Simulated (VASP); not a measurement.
# Hf (P6_3/mmc) in VASP: further runs

The runs below take Hf through single point, with r2SCAN.

Program: VASP 6.6.1. These are calculated values, not measurements. Logs are shortened: lines on timing, memory, paths and dates and some standing lists are left out, and cuts for length are marked.

## 1. The cell of the first run

The structure is hexagonal, space group P6_3/mmc (No. 194). Conventional cell: a = 3.199 Å, b = 3.199 Å, c = 5.051 Å, α = 90.00°, β = 90.00°, γ = 120.00°. Within 4.1 Å of Hf (site symmetry -6m2) lie 12 Hf at 3.13 to 3.20 Å.

## 2. Single point, r2SCAN

POSCAR reads:

```
Hf
1.0
    3.1987335297      0.0000000000      0.0000000000
   -1.5993667648      2.7701844966      0.0000000000
    0.0000000000      0.0000000000      5.0505021987
Hf
2
Direct
    0.3333333333      0.6666666667      0.2500000000
    0.6666666667      0.3333333333      0.7500000000
```

INCAR.step1 reads:

```
SYSTEM = Hf
PREC = Accurate ; ENCUT = 520
ISMEAR = -1 ; SIGMA = 0.1
LREAL = .False. ; LASPH = .True.
NELM = 80 ; NBANDS = 17
GGA = PE ; ALGO = Normal
EDIFF = 1E-4 ; LWAVE = .True.
LCHARG = .False.
```

INCAR.step2 reads:

```
SYSTEM = Hf
PREC = Accurate ; ENCUT = 520
EDIFF = 1E-7 ; ISMEAR = -1
SIGMA = 0.1 ; LREAL = .False.
LASPH = .True. ; NELM = 80
ALGO = Normal ; ISIF = 2
LWAVE = .False. ; LCHARG = .False.
METAGGA = R2SCAN ; LMIXTAU = .True.
NBANDS = 17 ; ISTART = 1
```

KPOINTS reads:

```
regular mesh
0
Gamma
  16 16 9
  0 0 0
```

Potentials or basis: VASP PAW PBE potentials, release 64 (Hf_pv).

Launch:

```bash
> cat potpaw_PBE.64/Hf_pv/POTCAR > POTCAR
> cp INCAR.step1 INCAR
> mpirun -np 1 vasp_std > vasp.out
> cp INCAR.step2 INCAR
> mpirun -np 1 vasp_std > vasp.out
```

OUTCAR:

```text
SYSTEM = Hf
   PREC = Accurate
   ENCUT = 520
   EDIFF = 1E-7
   ISMEAR = -1
   LREAL = .False.
   LASPH = .True.
   NELM = 80
   ISIF = 2
   METAGGA = R2SCAN
   ISTART = 1

 ion  position               nearest neighbor table
   1  0.333  0.667  0.250-   2 3.13   2 3.13   2 3.13   2 3.13   2 3.13   2 3.13
   2  0.667  0.333  0.750-   1 3.13   1 3.13   1 3.13   1 3.13   1 3.13   1 3.13

  LATTYP: Found a hexagonal cell.
 ALAT       =     3.1987335297
 C/A-ratio  =     1.5789068242

  Lattice vectors:

 A1 = (   3.1987335297,   0.0000000000,   0.0000000000)
 A2 = (  -1.5993667648,   2.7701844966,   0.0000000000)
 A3 = (   0.0000000000,   0.0000000000,   5.0505021987)

Analysis of symmetry for initial positions (statically):
=====================================================================
 Subroutine PRICEL returns:
 Original cell was already a primitive cell.

 Routine SETGRP: Setting up the symmetry group for a
 hexagonal supercell.

 Subroutine GETGRP returns: Found 24 space group operations
 (whereof 12 operations were pure point group operations)
 out of a pool of 24 trial point group operations.

The static configuration has the point symmetry D_3d.
 The point group associated with its full space group is D_6h.

Analysis of symmetry for dynamics (positions and initial velocities):
=====================================================================
 Subroutine PRICEL returns:
 Original cell was already a primitive cell.

 Routine SETGRP: Setting up the symmetry group for a
 hexagonal supercell.

 Subroutine GETGRP returns: Found 24 space group operations
 (whereof 12 operations were pure point group operations)
 out of a pool of 24 trial point group operations.

The dynamic configuration has the point symmetry D_3d.
 The point group associated with its full space group is D_6h.

 Subroutine INISYM returns: Found 24 space group operations
 (whereof 12 operations are pure point group operations),
 and found     1 'primitive' translations

----------------------------------------------------------------------------------------

                                     Primitive cell

  volume of cell :      44.7529

  direct lattice vectors                    reciprocal lattice vectors
     3.198733530  0.000000000  0.000000000     0.312623728  0.180493393  0.000000000
    -1.599366765  2.770184497  0.000000000     0.000000000  0.360986787  0.000000000
     0.000000000  0.000000000  5.050502199     0.000000000  0.000000000  0.198000112

[... 82 lines left out ...]
   NELM   =     80;   NELMIN=  2; NELMDL=  0     # of ELM steps
   EDIFF  = 0.1E-06   stopping-criterion for ELM
   LREAL  =      F    real-space projection
   EDIFFG = 0.1E-05   stopping-criterion for IOM
   NSW    =      0    number of steps for IOM
   IBRION =     -1    ionic relax: 0-MD 1-quasi-New 2-CG
   NFREE  =      0    steps in history (QN), initial steepest desc. (CG)
   ISIF   =      2    stress and relaxation
   ISYM   =      2    0-nonsym 1-usesym 2-fastsym
   POTIM  = 0.5000    time-step for ionic-motion
   TEBEG  =    0.0;   TEEND  =   0.0 temperature during run
   PSTRESS=    0.0 pullay stress
   NELECT =      20.0000    total number of electrons
   NUPDOWN=      -1.0000    fix difference up-down
   EMIN   =  10.00;   EMAX   =-10.00  energy-range for DOS
   EFERMI =   0.00;   METHOD = LEGACY
   ISMEAR =    -1;   SIGMA  =   0.10  broadening in eV -4-tet -1-fermi 0-gaus
   EFERMI_NEDOS =   21; number of points for ismear=-14 and -15
   IALGO  =     38    algorithm
   IMIX   =      4    mixing-type and parameters
     AMIX     =   0.40;   BMIX     =  1.00
     AMIX_MAG =   1.60;   BMIX_MAG =  1.00
  volume/ion in A,a.u.               =      22.38       151.00
  Fermi-wavevector in a.u.,A,eV,Ry     =   1.251635  2.365247 21.314756  1.566590
  Thomas-Fermi vector in A             =   2.385573
   LORBIT       =      0    0 simple, 1 ext, 2 COOP (PROOUT), +10 PAW based schemes
   METAGGA = R2SCAN    functional components
   LHFCALC =     F    Hartree Fock is set to
   AEXX    =    0.0000 exact exchange contribution
   IVDW    =     0    specifies the selected vdW correction
   LEPSILON=     F    determine dielectric tensor
   LRPA    =     F    only Hartree local field effects (RPA)
 non-spin polarized calculation
  energy-cutoff  :      520.00
  volume of cell :       44.75
 maximum number of plane-waves:      1222
 NGX is ok and might be reduce to    24
   NGX = 11   NGY = 11   NGZ = 19

 number of electron      20.0000004 magnetization

 Free energy of the ion-electron system (eV)
  ---------------------------------------------------
  ext. energy  EPLUGINS =         0.00000000
  ---------------------------------------------------
  free energy    TOTEN  =       -90.32499556 eV

  energy without entropy =      -90.27791749  energy(sigma->0) =      -90.30145652

 E-fermi :   4.8189     XC(G=0): -12.1529

 val. band max:        4.8109281687   @ k =   0.3750   0.1875   0.3333
 cond. band min:       4.8233849464   @ k =   0.3750   0.1875   0.4444
 fundamental gap:      0.0124567777
 Fermi energy:         4.8188914219

 k-point     1 :       0.0000    0.0000    0.0000
  band No.  band energies     occupation
      1     -27.4180      2.00000
      2     -26.6521      2.00000
      3     -26.6521      2.00000
      4     -26.5220      2.00000
      5     -26.5220      2.00000
      6     -26.5210      2.00000
[... 457 lines left out ...]
      4     -26.8260      2.00000
      5     -26.6958      2.00000
      6     -26.6852      2.00000
[... 9 lines left out ...]
     16      11.0283      0.00000
     17      11.1720      0.00000

 [... further k-points ...]

------------------------ aborting loop because EDIFF is reached ----------------------------------------

  FORCE on cell =-STRESS in cart. coord.  units (eV):
  Direction    XX          YY          ZZ          XY          YZ          ZX
  --------------------------------------------------------------------------------------
  -------------------------------------------------------------------------------------
  Total       -0.1643267     -0.1643267     -0.2065203     -0.0000000      0.0000000     -0.0000000
  in kB       -5.8829803     -5.8829803     -7.3935313     -0.0000000      0.0000000     -0.0000000
  external PRESSURE =      -6.3864973 kB  Pullay stress =       0.0000000 kB

 VOLUME and BASIS-vectors are now :
 -----------------------------------------------------------------------------
  energy-cutoff  :      520.00
  volume of cell :       44.75
      direct lattice vectors                 reciprocal lattice vectors
     3.198733530  0.000000000  0.000000000     0.312623728  0.180493393  0.000000000
    -1.599366765  2.770184497  0.000000000     0.000000000  0.360986787  0.000000000
     0.000000000  0.000000000  5.050502199     0.000000000  0.000000000  0.198000112

 POSITION                                       TOTAL-FORCE (eV/Angst)
 -----------------------------------------------------------------------------------
     -0.00000      1.84679      1.26263        -0.000000      0.000000      0.000000
      1.59937      0.92339      3.78788         0.000000     -0.000000      0.000000
 -----------------------------------------------------------------------------------
    total drift:                               -0.000000      0.000000     -0.000000

  FREE ENERGIE OF THE ION-ELECTRON SYSTEM (eV)
  ---------------------------------------------------
  free  energy   TOTEN  =       -90.3249955598 eV

  energy  without entropy=      -90.2779174894  energy(sigma->0) =      -90.30145652
```

OSZICAR.step1:

```text
N       E                     dE             d eps       ncg     rms          rms(c)
DAV:   1     0.493374795492E+02    0.49337E+02   -0.11524E+04  5124   0.112E+03
DAV:   2    -0.187841424654E+02   -0.68122E+02   -0.66262E+02  6576   0.246E+02
DAV:   3    -0.205747084422E+02   -0.17906E+01   -0.17764E+01  6607   0.268E+01
DAV:   4    -0.205893496692E+02   -0.14641E-01   -0.14631E-01  6420   0.292E+00
DAV:   5    -0.205895017011E+02   -0.15203E-03   -0.15200E-03  6683   0.260E-01    0.651E+01
DAV:   6    -0.200672843429E+02    0.52222E+00   -0.49023E-01  6044   0.452E+00    0.385E+01
DAV:   7    -0.198864855123E+02    0.18080E+00   -0.82468E-01  6244   0.561E+00    0.185E+00
DAV:   8    -0.198761221303E+02    0.10363E-01   -0.52694E-02  5970   0.149E+00    0.293E-01
DAV:   9    -0.198762282671E+02   -0.10614E-03   -0.11391E-03  6992   0.240E-01    0.187E-01
DAV:  10    -0.198762137283E+02    0.14539E-04   -0.56522E-05  3709   0.522E-02
   1 F= -.19876214E+02 E0= -.19848364E+02  d E =-.557002E-01
```

It took 6.8 min on 1 thread of Intel Xeon 8259CL, shared host; peak memory 0.24 GiB.

Results:

```yaml
Free_energy: -90.3250 eV
Pressure: -0.6 GPa
Band_gap_on_the_k_mesh: zero (bands 10 and 11 overlap by 1.81 eV)
```

Caveat: the PAW data sets were made with another functional, which shifts forces and pressure a little; spin-orbit coupling is left out, which moves the levels of the heavy elements.

## 3. Single point, r2SCAN

POSCAR is that of step 2.

INCAR.step1 reads:

```
ALGO = Normal
EDIFF = 1E-4
ENCUT = 520
GGA = PE
ISMEAR = -1
LASPH = True
LCHARG = False
LREAL = False
LWAVE = True
NBANDS = 17
NELM = 80
PREC = Accurate
SIGMA = 0.1
```

INCAR.step2 reads:

```
ALGO = Normal
EDIFF = 1E-6
ENCUT = 520
ISIF = 2
ISMEAR = -1
ISTART = 1
LASPH = True
LCHARG = False
LMIXTAU = True
LREAL = False
LWAVE = False
METAGGA = R2SCAN
NBANDS = 17
NELM = 80
PREC = Accurate
SIGMA = 0.1
```

KPOINTS reads:

```
k-points
0
Gamma
  19 19 10
```

Potentials or basis: VASP PAW PBE potentials, release 64 (Hf_pv).

Launch:

```bash
> cat potpaw_PBE.64/Hf_pv/POTCAR > POTCAR
> cp INCAR.step1 INCAR
> mpirun -np 1 vasp_std > vasp.out
> cp INCAR.step2 INCAR
> mpirun -np 1 vasp_std > vasp.out
```

It took 10 min on 1 thread of Intel Xeon 8259CL, shared host; peak memory 0.29 GiB.

It converged, with:

```yaml
Free_energy: -90.3249 eV
Pressure: -0.6 GPa
Band_gap_on_the_k_mesh: zero (bands 10 and 11 overlap by 1.78 eV)
```

Stress tensor (GPa, compression positive):
```
-0.58  0.00  0.00
 0.00 -0.58  0.00
 0.00  0.00 -0.76
```

Levels at points of the mesh, in eV from the Fermi level:
| k point | band 8 | band 9 | band 10 | band 11 | band 12 | band 13 |
| --- | --- | --- | --- | --- | --- | --- |
| (0.00, 0.00, 0.00) | -3.83 | 0.43 | 1.34 | 1.34 | 1.67 | 2.22 |
| (0.00, 0.00, 0.50) | -5.67 | 0.18 | 0.18 | 1.24 | 1.24 | 1.24 |

Caveat: the PAW data sets were made with another functional, which shifts forces and pressure a little; spin-orbit coupling is left out, which moves the levels of the heavy elements.

## 4. Single point, r2SCAN (19.69 Å³/atom)

This run uses another cell than the first one, of 19.69 Å³/atom.

POSCAR reads:

```
Hf
1.0
    3.0652950770      0.0000000000      0.0000000000
   -1.5326475385      2.6546234067      0.0000000000
    0.0000000000      0.0000000000      4.8398152837
Hf
2
Direct
    0.3333333333      0.6666666667      0.2500000000
    0.6666666667      0.3333333333      0.7500000000
```

INCAR.step1 reads:

```
PREC = Accurate
ENCUT = 520
ISMEAR = -1
SIGMA = 0.1
LREAL = False
LASPH = True
NELM = 100
NBANDS = 17
GGA = PE
ALGO = Normal
EDIFF = 1E-4
LWAVE = True
LCHARG = False
```

INCAR.step2 reads:

```
PREC = Accurate
ENCUT = 520
EDIFF = 1E-7
ISMEAR = -1
SIGMA = 0.1
LREAL = False
LASPH = True
NELM = 100
ALGO = Normal
ISIF = 2
LWAVE = False
LCHARG = True
METAGGA = R2SCAN
LMIXTAU = True
LELF = True
LVHAR = True
NBANDS = 17
ISTART = 1
```

KPOINTS reads:

```
regular mesh
0
Gamma
  19 19 10
```

Launch:

```bash
> cat potpaw_PBE.64/Hf_pv/POTCAR > POTCAR
> cp INCAR.step1 INCAR
> mpirun -np 1 vasp_std > vasp.out
> cp INCAR.step2 INCAR
> mpirun -np 1 vasp_std > vasp.out
```

Run time: 7 min. Hardware: 1 thread of Intel Xeon Platinum 8259CL at 2.50GHz (Skylake/Cascade Lake), shared host; peak memory 0.26 GiB.

It converged, with:

- Free energy: -90.0796 eV
- Pressure: 16.8 GPa
- Band gap on the k mesh: zero (bands 10 and 11 overlap by 1.91 eV)

Stress tensor (GPa, compression positive):
```
16.69  0.00  0.00
 0.00 16.69  0.00
 0.00  0.00 16.91
```

Levels at points of the mesh, in eV from the Fermi level:
| k point | band 8 | band 9 | band 10 | band 11 | band 12 | band 13 |
| --- | --- | --- | --- | --- | --- | --- |
| (0.00, 0.00, 0.00) | -4.27 | 0.99 | 1.35 | 1.35 | 1.75 | 2.39 |
| (0.00, 0.00, 0.50) | -5.84 | 0.13 | 0.13 | 1.24 | 1.24 | 1.24 |

Caveat: the cell stands under pressure; the PAW data sets were made with another functional, which shifts forces and pressure a little; spin-orbit coupling is left out, which moves the levels of the heavy elements.

## 5. Single point, r2SCAN (20.59 Å³/atom)

This run uses another cell than the first one, of 20.59 Å³/atom.

POSCAR reads:

```
Hf
1.0
    3.1110524958      0.0000000000      0.0000000000
   -1.5555262479      2.6942504938      0.0000000000
    0.0000000000      0.0000000000      4.9120619841
Hf
2
Direct
    0.3333333333      0.6666666667      0.2500000000
    0.6666666667      0.3333333333      0.7500000000
```

INCAR.step1 reads:

```
  PREC = Accurate
  ENCUT = 520
  ISMEAR = -1
  SIGMA = 0.1
  LREAL = False
  LASPH = True
  NELM = 60
  NBANDS = 17
  GGA = PE
  ALGO = Normal
  EDIFF = 1E-4
  LWAVE = True
  LCHARG = False
```

INCAR.step2 reads:

```
  PREC = Accurate
  ENCUT = 520
  EDIFF = 1E-6
  ISMEAR = -1
  SIGMA = 0.1
  LREAL = False
  LASPH = True
  NELM = 60
  ALGO = Normal
  ISIF = 2
  LWAVE = False
  LCHARG = False
  METAGGA = R2SCAN
  LMIXTAU = True
  NBANDS = 17
  ISTART = 1
```

KPOINTS is that of step 4.

Potentials or basis: VASP PAW PBE potentials, release 64 (Hf_pv).

Launch:

```bash
> cat potpaw_PBE.64/Hf_pv/POTCAR > POTCAR
> cp INCAR.step1 INCAR
> mpirun -np 1 vasp_std > vasp.out
> cp INCAR.step2 INCAR
> mpirun -np 1 vasp_std > vasp.out
```

OUTCAR:

```text
PREC = Accurate
   ENCUT = 520
   EDIFF = 1E-6
   ISMEAR = -1
   LREAL = False
   LASPH = True
   NELM = 60
   ISIF = 2
   METAGGA = R2SCAN
   ISTART = 1

 ion  position               nearest neighbor table
   1  0.333  0.667  0.250-   2 3.04   2 3.04   2 3.04   2 3.04   2 3.04   2 3.04
   2  0.667  0.333  0.750-   1 3.04   1 3.04   1 3.04   1 3.04   1 3.04   1 3.04

  LATTYP: Found a hexagonal cell.
 ALAT       =     3.1110524958
 C/A-ratio  =     1.5789068139

[... 669 lines left out ...]
 [... further k-points ...]

------------------------ aborting loop because EDIFF is reached ----------------------------------------

  FORCE on cell =-STRESS in cart. coord.  units (eV):
  Direction    XX          YY          ZZ          XY          YZ          ZX
  --------------------------------------------------------------------------------------
  -------------------------------------------------------------------------------------
  Total        2.5462727      2.5462727      2.5427718      0.0000000      0.0000000      0.0000000
  in kB       99.0846432     99.0846432     98.9484081      0.0000000      0.0000000      0.0000000
  external PRESSURE =      99.0392315 kB  Pullay stress =       0.0000000 kB

 VOLUME and BASIS-vectors are now :
 -----------------------------------------------------------------------------
  energy-cutoff  :      520.00
  volume of cell :       41.17
      direct lattice vectors                 reciprocal lattice vectors
     3.111052496  0.000000000  0.000000000     0.321434627  0.185580369  0.000000000
    -1.555526248  2.694250494  0.000000000     0.000000000  0.371160737  0.000000000
     0.000000000  0.000000000  4.912061984     0.000000000  0.000000000  0.203580493

 POSITION                                       TOTAL-FORCE (eV/Angst)
 -----------------------------------------------------------------------------------
     -0.00000      1.79617      1.22802         0.000000     -0.000000      0.000000
      1.55553      0.89808      3.68405        -0.000000      0.000000      0.000000
 -----------------------------------------------------------------------------------
    total drift:                                0.000000     -0.000000      0.000000

  FREE ENERGIE OF THE ION-ELECTRON SYSTEM (eV)
  ---------------------------------------------------
  free  energy   TOTEN  =       -90.2277520563 eV

  energy  without entropy=      -90.1837427349  energy(sigma->0) =      -90.20574740
```

OSZICAR.step1:

```text
N       E                     dE             d eps       ncg     rms          rms(c)
DAV:   1     0.519744555357E+02    0.51974E+02   -0.11515E+04  8208   0.113E+03
DAV:   2    -0.185416038771E+02   -0.70516E+02   -0.68840E+02 10552   0.253E+02
DAV:   3    -0.203651062246E+02   -0.18235E+01   -0.18095E+01 10295   0.273E+01
DAV:   4    -0.203785149969E+02   -0.13409E-01   -0.13389E-01 10390   0.279E+00
DAV:   5    -0.203786346186E+02   -0.11962E-03   -0.11960E-03 10547   0.231E-01    0.689E+01
DAV:   6    -0.199268334170E+02    0.45180E+00   -0.39357E-01  9655   0.420E+00    0.410E+01
DAV:   7    -0.197646838226E+02    0.16215E+00   -0.67796E-01  9843   0.529E+00    0.190E+00
DAV:   8    -0.197562865960E+02    0.83972E-02   -0.42010E-02  9651   0.137E+00    0.237E-01
DAV:   9    -0.197563901860E+02   -0.10359E-03   -0.97457E-04 10768   0.218E-01    0.174E-01
DAV:  10    -0.197563797162E+02    0.10470E-04   -0.51941E-05  5631   0.515E-02
   1 F= -.19756380E+02 E0= -.19730324E+02  d E =-.521117E-01
```

It took 5.9 min on 1 thread of Intel Xeon Platinum 8259CL at 2.50GHz (Skylake/Cascade Lake), shared host; peak memory 0.27 GiB.

What came out:

```yaml
Free_energy: -90.2278 eV
Pressure: 9.9 GPa
Band_gap_on_the_k_mesh: zero (bands 10 and 11 overlap by 1.86 eV)
```

Levels at points of the mesh, in eV from the Fermi level:
| k point | band 8 | band 9 | band 10 | band 11 | band 12 | band 13 |
| --- | --- | --- | --- | --- | --- | --- |
| (0.00, 0.00, 0.00) | -4.11 | 0.78 | 1.35 | 1.35 | 1.72 | 2.34 |
| (0.00, 0.00, 0.50) | -5.79 | 0.15 | 0.15 | 1.25 | 1.25 | 1.25 |

Caveat: the cell stands under pressure; the PAW data sets were made with another functional, which shifts forces and pressure a little; spin-orbit coupling is left out, which moves the levels of the heavy elements.

## 6. Single point, r2SCAN (21.48 Å³/atom)

This run uses another cell than the first one, of 21.48 Å³/atom.

POSCAR reads:

```
Hf
1.0
    3.1555021082      0.0000000000      0.0000000000
   -1.5777510541      2.7327449874      0.0000000000
    0.0000000000      0.0000000000      4.9822437801
Hf
2
Direct
    0.3333333333      0.6666666667      0.2500000000
    0.6666666667      0.3333333333      0.7500000000
```

INCAR.step1 reads:

```
SYSTEM = Hf
PREC = Accurate
ENCUT = 520
ISMEAR = -1
SIGMA = 0.1
LREAL = .False.
LASPH = .True.
NELM = 100
NBANDS = 17
GGA = PE
ALGO = Normal
EDIFF = 1E-4
LWAVE = .True.
LCHARG = .False.
```

INCAR.step2 reads:

```
SYSTEM = Hf
PREC = Accurate
ENCUT = 520
EDIFF = 1E-6
ISMEAR = -1
SIGMA = 0.1
LREAL = .False.
LASPH = .True.
NELM = 100
ALGO = Normal
ISIF = 2
LWAVE = .False.
LCHARG = .True.
METAGGA = R2SCAN
LMIXTAU = .True.
LELF = .True.
LVHAR = .True.
NBANDS = 17
ISTART = 1
```

KPOINTS reads:

```
regular mesh
0
Gamma
  19 19 10
  0 0 0
```

Potentials or basis: VASP PAW PBE potentials, release 64 (Hf_pv).

Launch:

```bash
> cat potpaw_PBE.64/Hf_pv/POTCAR > POTCAR
> cp INCAR.step1 INCAR
> mpirun -np 1 vasp_std > vasp.out
> cp INCAR.step2 INCAR
> mpirun -np 1 vasp_std > vasp.out
```

It took 6.2 min on 1 thread of Intel Xeon Platinum 8259CL at 2.50GHz (Skylake/Cascade Lake), shared host; peak memory 0.28 GiB.

Results (log left out):

| Quantity | Value |
| --- | --- |
| Free energy | -90.3057 eV |
| Pressure | 4.2 GPa |
| Band gap on the k mesh | zero (bands 10 and 11 overlap by 1.81 eV) |

Stress tensor (GPa, compression positive):
```
4.21 0.00 0.00
0.00 4.21 0.00
0.00 0.00 4.08
```

Levels at points of the mesh, in eV from the Fermi level:
| k point | band 8 | band 9 | band 10 | band 11 | band 12 | band 13 |
| --- | --- | --- | --- | --- | --- | --- |
| (0.00, 0.00, 0.00) | -3.96 | 0.59 | 1.35 | 1.35 | 1.70 | 2.28 |
| (0.00, 0.00, 0.50) | -5.73 | 0.16 | 0.16 | 1.25 | 1.25 | 1.25 |

Caveat: the cell stands under pressure; the PAW data sets were made with another functional, which shifts forces and pressure a little; spin-orbit coupling is left out, which moves the levels of the heavy elements.

(Part 1 of 2 ends here.)
